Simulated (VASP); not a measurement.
# ZnS (P1) in VASP: single point with r2SCAN

Aim: the single point of ZnS with r2SCAN.

Everything below comes from runs of VASP 6.6.1. Logs are shortened: lines on timing, memory, paths and dates and some standing lists are left out, and cuts for length are marked.

## (1) The cell of the first run

The typed cell holds 4 atoms: a = 3.807 Å, b = 3.807 Å, c = 6.246 Å, α = 90.00°, β = 90.00°, γ = 120.00°.

## (2) Single point, r2SCAN (atoms moved at random)

Contents of POSCAR:

```
ZnS
1.0
    3.8067217440      0.0000000000      0.0000000000
   -1.9033608720      3.2967177354      0.0000000000
    0.0000000000      0.0000000000      6.2457351616
Zn S
2 2
Direct
    0.2212265973      0.6204777952     -0.0335999160
    0.7324587068      0.2762074157      0.4958207538
    0.4790940474      0.8461113184      0.3944165555
    0.5672206485      0.2572034707      0.9133626067
```

Contents of INCAR.step1:

```
PREC = Accurate
ENCUT = 520
ISMEAR = 0
SIGMA = 0.05
LREAL = F
LASPH = T
NELM = 60
NBANDS = 26
GGA = PE
ALGO = Normal
EDIFF = 1E-4
LWAVE = T
LCHARG = F
```

Contents of INCAR.step2:

```
PREC = Accurate
ENCUT = 520
EDIFF = 1E-7
ISMEAR = 0
SIGMA = 0.05
LREAL = F
LASPH = T
NELM = 60
ALGO = Normal
ISIF = 2
LWAVE = F
LCHARG = T
METAGGA = R2SCAN
LMIXTAU = T
LELF = T
LVHAR = T
NBANDS = 26
ISTART = 1
```

Contents of KPOINTS:

```
Automatic mesh
0
Gamma
  6 6 4
```

Potentials or basis: VASP PAW PBE potentials, release 64 (Zn, S).

Run with:

```
$ cat potpaw_PBE.64/Zn/POTCAR potpaw_PBE.64/S/POTCAR > POTCAR
$ cp INCAR.step1 INCAR
$ mpirun -np 1 vasp_std > vasp.out
$ cp INCAR.step2 INCAR
$ mpirun -np 1 vasp_std > vasp.out
```

OUTCAR:

```text
PREC = Accurate
   ENCUT = 520
   EDIFF = 1E-7
   ISMEAR = 0
   LREAL = F
   LASPH = T
   NELM = 60
   ISIF = 2
   METAGGA = R2SCAN
   ISTART = 1

 ion  position               nearest neighbor table
   1  0.221  0.620  0.966-   4 2.13   4 2.19   4 2.36   3 2.83
   2  0.732  0.276  0.496-   3 1.56   3 2.65   4 2.68   3 2.85
   3  0.479  0.846  0.394-   2 1.56   2 2.65   1 2.83   2 2.85
   4  0.567  0.257  0.913-   1 2.13   1 2.19   1 2.36   2 2.68

  LATTYP: Found a hexagonal cell.
 ALAT       =     3.8067217440
 C/A-ratio  =     1.6407122930

  Lattice vectors:

 A1 = (   3.8067217440,   0.0000000000,   0.0000000000)
 A2 = (  -1.9033608720,   3.2967177354,   0.0000000000)
 A3 = (   0.0000000000,   0.0000000000,   6.2457351616)

Analysis of symmetry for initial positions (statically):
=====================================================================
 Subroutine PRICEL returns:
 Original cell was already a primitive cell.

 Routine SETGRP: Setting up the symmetry group for a
 hexagonal supercell.

 Subroutine GETGRP returns: Found  1 space group operations
 (whereof  1 operations were pure point group operations)
 out of a pool of 24 trial point group operations.

The static configuration has the point symmetry C_1 .

Analysis of symmetry for dynamics (positions and initial velocities):
=====================================================================
 Subroutine PRICEL returns:
 Original cell was already a primitive cell.

 Routine SETGRP: Setting up the symmetry group for a
 hexagonal supercell.

 Subroutine GETGRP returns: Found  1 space group operations
 (whereof  1 operations were pure point group operations)
 out of a pool of 24 trial point group operations.

The dynamic configuration has the point symmetry C_1 .

 Subroutine INISYM returns: Found  1 space group operations
 (whereof  1 operations are pure point group operations),
 and found     1 'primitive' translations

----------------------------------------------------------------------------------------

                                     Primitive cell

  volume of cell :      78.3820

  direct lattice vectors                    reciprocal lattice vectors
     3.806721744  0.000000000  0.000000000     0.262693222  0.151666002  0.000000000
    -1.903360872  3.296717735  0.000000000     0.000000000  0.303332005  0.000000000
     0.000000000  0.000000000  6.245735162     0.000000000  0.000000000  0.160109254

  length of vectors
     3.806721744  3.806721744  6.245735162     0.303332005  0.303332005  0.160109254

  position of ions in fractional coordinates (direct lattice)
     0.221226597  0.620477795  0.966400084
     0.732458707  0.276207416  0.495820754
     0.479094047  0.846111318  0.394416556
     0.567220648  0.257203471  0.913362607

  ion indices of the primitive-cell ions
   primitive index   ion index
                 1           1
                 2           2
                 3           3
                 4           4

----------------------------------------------------------------------------------------

 KPOINTS: Automatic mesh

Automatic generation of k-mesh.
 Grid dimensions read from file:
 generate k-points for:    6    6    4

 Generating k-lattice:

  Cartesian coordinates                     Fractional coordinates (reciprocal lattice)
     0.043782204  0.025277667  0.000000000     0.166666667 -0.000000000  0.000000000
     0.000000000  0.050555334  0.000000000     0.000000000  0.166666667  0.000000000
     0.000000000  0.000000000  0.040027314     0.000000000  0.000000000  0.250000000

  Length of vectors
     0.050555334  0.050555334  0.040027314

  Shift w.r.t. Gamma in fractional coordinates (k-lattice)
     0.000000000  0.000000000  0.000000000

 Subroutine IBZKPT returns following result:
 ===========================================

 Found     76 irreducible k-points:

 Following reciprocal coordinates:
            Coordinates               Weight
  0.000000  0.000000  0.000000      1.000000
  0.166667  0.000000  0.000000      2.000000
  0.000000  0.166667  0.000000      2.000000
 -0.166667  0.166667  0.000000      2.000000
  0.333333 -0.000000  0.000000      2.000000
  0.000000  0.333333  0.000000      2.000000
[... 16 lines left out ...]
  0.000000  0.166667  0.250000      2.000000
 -0.166667  0.166667  0.250000      2.000000
 [... further k-points ...]
   k-points           NKPTS =     76   k-points in BZ     NKDIM =     76   number of bands    NBANDS=     26
   number of dos      NEDOS =    301   number of ions     NIONS =      4
   total plane-waves  NPLWV =  37632
   dimension x,y,z NGX =    28 NGY =   28 NGZ =   48
   dimension x,y,z NGXF=    56 NGYF=   56 NGZF=   96
   ions per type =               2   2
   NGX,Y,Z   is equivalent  to a cutoff of  12.23, 12.23, 12.78 a.u.
   NGXF,Y,Z  is equivalent  to a cutoff of  24.46, 24.46, 25.55 a.u.
 SYSTEM =  unknown system
   PREC   = accura    normal or accurate (medium, high low for compatibility)
   ISTART =      1    job   : 0-new  1-cont  2-samecut
   ICHARG =      0    charge: 1-file 2-atom 10-const
   ISPIN  =      1    spin polarized calculation?
   LNONCOLLINEAR =      F non collinear calculations
   LSORBIT =      F    spin-orbit coupling
   LASPH  =      T    aspherical Exc in radial PAW
   ENCUT  =  520.0 eV  38.22 Ry    6.18 a.u.   7.08  7.08 11.61*2*pi/ulx,y,z
   NELM   =     60;   NELMIN=  2; NELMDL=  0     # of ELM steps
   EDIFF  = 0.1E-06   stopping-criterion for ELM
   LREAL  =      F    real-space projection
   EDIFFG = 0.1E-05   stopping-criterion for IOM
   NSW    =      0    number of steps for IOM
   IBRION =     -1    ionic relax: 0-MD 1-quasi-New 2-CG
   NFREE  =      0    steps in history (QN), initial steepest desc. (CG)
   ISIF   =      2    stress and relaxation
   ISYM   =      2    0-nonsym 1-usesym 2-fastsym
   POTIM  = 0.5000    time-step for ionic-motion
   TEBEG  =    0.0;   TEEND  =   0.0 temperature during run
   PSTRESS=    0.0 pullay stress
   NELECT =      36.0000    total number of electrons
   NUPDOWN=      -1.0000    fix difference up-down
   EMIN   =  10.00;   EMAX   =-10.00  energy-range for DOS
   EFERMI =   0.00;   METHOD = LEGACY
   ISMEAR =     0;   SIGMA  =   0.05  broadening in eV -4-tet -1-fermi 0-gaus
   EFERMI_NEDOS =   21; number of points for ismear=-14 and -15
   IALGO  =     38    algorithm
   IMIX   =      4    mixing-type and parameters
     AMIX     =   0.40;   BMIX     =  1.00
     AMIX_MAG =   1.60;   BMIX_MAG =  1.00
  volume/ion in A,a.u.               =      19.60       132.24
  Fermi-wavevector in a.u.,A,eV,Ry     =   1.263097  2.386908 21.706940  1.595415
  Thomas-Fermi vector in A             =   2.396472
   LORBIT       =      0    0 simple, 1 ext, 2 COOP (PROOUT), +10 PAW based schemes
   METAGGA = R2SCAN    functional components
   LHFCALC =     F    Hartree Fock is set to
   AEXX    =    0.0000 exact exchange contribution
   IVDW    =     0    specifies the selected vdW correction
   LEPSILON=     F    determine dielectric tensor
   LRPA    =     F    only Hartree local field effects (RPA)
 non-spin polarized calculation
 Gauss-broadening in eV      SIGMA  =   0.05
  energy-cutoff  :      520.00
  volume of cell :       78.38
 maximum number of plane-waves:      2130
   NGX = 15   NGY = 15   NGZ = 23

 number of electron      35.9999993 magnetization

 Free energy of the ion-electron system (eV)
  ---------------------------------------------------
  ext. energy  EPLUGINS =         0.00000000
  ---------------------------------------------------
  free energy    TOTEN  =       -29.90188738 eV

  energy without entropy =      -29.90188738  energy(sigma->0) =      -29.90188738

 E-fermi :   2.5436     XC(G=0): -10.2449

 val. band max:        2.3159365612   @ k =   0.0000   0.0000   0.0000
 cond. band min:       4.3670663630   @ k =   0.0000   0.0000   0.0000
 fundamental gap:      2.0511298018
 Fermi energy:         2.5435996808

 k-point     1 :       0.0000    0.0000    0.0000
  band No.  band energies     occupation
      1     -12.6527      2.00000
      2     -11.7337      2.00000
      3      -6.8722      2.00000
      4      -6.7818      2.00000
      5      -6.5064      2.00000
      6      -5.4708      2.00000
[... 18 lines left out ...]
     25      10.3192      0.00000
     26      11.9400      0.00000

 k-point     2 :       0.1667    0.0000    0.0000
  band No.  band energies     occupation
      1     -12.5179      2.00000
      2     -11.5860      2.00000
      3      -6.8376      2.00000
      4      -6.8071      2.00000
      5      -6.4574      2.00000
      6      -5.4721      2.00000
[... 18 lines left out ...]
     25      10.3670      0.00000
     26      12.1408      0.00000

 k-point     3 :       0.0000    0.1667    0.0000
  band No.  band energies     occupation
      1     -12.4997      2.00000
      2     -11.5929      2.00000
      3      -6.8509      2.00000
      4      -6.7476      2.00000
      5      -6.4478      2.00000
      6      -5.4755      2.00000
[... 18 lines left out ...]
     25      10.4309      0.00000
     26      11.3217      0.00000

 k-point     4 :      -0.1667    0.1667    0.0000
  band No.  band energies     occupation
      1     -12.5358      2.00000
      2     -11.6106      2.00000
      3      -6.8786      2.00000
      4      -6.7507      2.00000
      5      -6.4460      2.00000
      6      -5.4642      2.00000
[... 18 lines left out ...]
     25      10.6366      0.00000
     26      11.5253      0.00000

 k-point     5 :       0.3333   -0.0000    0.0000
  band No.  band energies     occupation
      1     -12.2361      2.00000
      2     -11.2499      2.00000
      3      -6.8661      2.00000
      4      -6.7266      2.00000
      5      -6.3539      2.00000
      6      -5.4592      2.00000
[... 18 lines left out ...]
     25      11.4015      0.00000
     26      12.4832      0.00000

 k-point     6 :       0.0000    0.3333    0.0000
  band No.  band energies     occupation
      1     -12.1722      2.00000
      2     -11.2780      2.00000
      3      -6.7682      2.00000
      4      -6.6680      2.00000
      5      -6.3277      2.00000
      6      -5.4883      2.00000
[... 427 lines left out ...]
 k-point    21 :       0.0000    0.0000    0.2500
  band No.  band energies     occupation
      1     -12.5853      2.00000
      2     -11.8203      2.00000
      3      -6.8714      2.00000
      4      -6.7819      2.00000
      5      -6.5555      2.00000
      6      -5.4796      2.00000
[... 18 lines left out ...]
     25      10.5400      0.00000
     26      11.9205      0.00000

 k-point    22 :       0.1667    0.0000    0.2500
  band No.  band energies     occupation
      1     -12.4574      2.00000
      2     -11.6635      2.00000
      3      -6.8385      2.00000
      4      -6.8080      2.00000
      5      -6.4930      2.00000
      6      -5.4741      2.00000
[... 18 lines left out ...]
     25      10.4764      0.00000
     26      12.2712      0.00000

 k-point    23 :       0.0000    0.1667    0.2500
  band No.  band energies     occupation
      1     -12.4409      2.00000
      2     -11.6663      2.00000
      3      -6.8539      2.00000
      4      -6.7503      2.00000
      5      -6.4882      2.00000
      6      -5.4850      2.00000
[... 18 lines left out ...]
     25      10.5555      0.00000
     26      10.9259      0.00000

 k-point    24 :      -0.1667    0.1667    0.2500
  band No.  band energies     occupation
      1     -12.4781      2.00000
      2     -11.6834      2.00000
      3      -6.8788      2.00000
      4      -6.7536      2.00000
      5      -6.4926      2.00000
      6      -5.4716      2.00000
[... 18 lines left out ...]
     25      10.4667      0.00000
     26      12.1515      0.00000

 [... further k-points ...]

------------------------ aborting loop because EDIFF is reached ----------------------------------------

  FORCE on cell =-STRESS in cart. coord.  units (eV):
  Direction    XX          YY          ZZ          XY          YZ          ZX
  --------------------------------------------------------------------------------------
  -------------------------------------------------------------------------------------
  Total       -0.5311053     43.4084526      8.6543548      3.9236378     18.4058060      2.5287692
  in kB      -10.8561225    887.2957976    176.9004000     80.2015994    376.2261335     51.6896167
  external PRESSURE =     351.1133584 kB  Pullay stress =       0.0000000 kB

 VOLUME and BASIS-vectors are now :
 -----------------------------------------------------------------------------
  energy-cutoff  :      520.00
  volume of cell :       78.38
      direct lattice vectors                 reciprocal lattice vectors
     3.806721744  0.000000000  0.000000000     0.262693222  0.151666002  0.000000000
    -1.903360872  3.296717735  0.000000000     0.000000000  0.303332005  0.000000000
     0.000000000  0.000000000  6.245735162     0.000000000  0.000000000  0.160109254

 POSITION                                       TOTAL-FORCE (eV/Angst)
 -----------------------------------------------------------------------------------
     -0.33885      2.04554      6.03588         0.976744     -1.001564      0.924682
      2.26254      0.91058      3.09677         2.819725     29.766619     12.927180
      0.21332      2.78939      2.46342        -3.205581    -30.558042    -12.805724
      1.66970      0.84793      5.70462        -0.590888      1.792987     -1.046137
 -----------------------------------------------------------------------------------
    total drift:                               -0.013827      0.014628      0.027839

  FREE ENERGIE OF THE ION-ELECTRON SYSTEM (eV)
  ---------------------------------------------------
  free  energy   TOTEN  =       -29.9018873803 eV

  energy  without entropy=      -29.9018873803  energy(sigma->0) =      -29.90188738
```

It took 9 min on 1 thread of Intel Xeon Platinum 8259CL at 2.50GHz (Skylake/Cascade Lake), shared host; peak memory 0.28 GiB.

What came out:

```
Free energy            : -29.9019 eV
Pressure               : 35.1 GPa
Largest force          : 33.287 eV/Å
Band gap on the k mesh : 2.05 eV
```

Forces on the atoms (eV/Å):
```
Zn    0.977  -1.002   0.925
Zn    2.820  29.767  12.927
S    -3.206 -30.558 -12.806
S    -0.591   1.793  -1.046
```

Levels at points of the mesh, in eV from the valence-band top:
```
           k point  band 16  band 17  band 18  band 19  band 20  band 21
(0.00, 0.00, 0.00)    -0.84    -0.10     0.00     2.05     3.21     5.94
(0.50, 0.00, 0.00)    -2.74    -1.08    -0.24     2.30     3.26     3.74
(0.00, 0.50, 0.00)    -2.82    -1.77    -1.54     3.58     4.21     5.46
(0.50, 0.50, 0.00)    -2.80    -1.61    -0.72     2.84     3.54     5.07
(0.00, 0.00, 0.50)    -0.97    -0.87     0.00     2.81     3.28     5.85
(0.50, 0.00, 0.50)    -2.29    -1.70    -0.85     3.57     3.80     4.19
(0.00, 0.50, 0.50)    -2.02    -1.43    -1.13     2.81     3.74     4.57
(0.50, 0.50, 0.50)    -1.92    -1.61    -0.99     2.50     3.07     4.77
```

Caveat: the cell differs from its parent crystal (atoms moved at random); atoms lie so close that the PAW spheres overlap strongly, which falsifies energies and pressures; the cell stands under pressure; the PAW data sets were made with another functional, which shifts forces and pressure a little.
